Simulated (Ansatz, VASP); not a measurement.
**InF in VASP and in Ansatz**

```
In F
1.0
     0.00000    3.03424    3.03424
     3.03424    0.00000    3.03424
     3.03424    3.03424    0.00000
In F
1 1
Direct
  0.00000 0.00000 0.00000
  0.25000 0.25000 0.25000
```

Change from the starting cell: volume scaled by 1.03.

Alike in both runs: task single point; functional PBE; k mesh 13 × 13 × 13; occupations fermi-dirac, width 0.05 eV; no spin polarisation.

```csv
,VASP,Ansatz
version,VASP 6.6.1,Ansatz 0.2.0
potentials or method,"VASP PAW PBE potentials, release 64 (In_d, F), cutoff 520 eV","all-electron LAPW, scalar-relativistic"
```

```csv
,VASP,Ansatz,Ansatz less VASP
gap on the k mesh at the Fermi level (eV),2.03,2.04,+0.002
pressure (GPa),-0.7,-0.6,+0.11
```

Ansatz ran all-electron here, and VASP with PAW potentials.
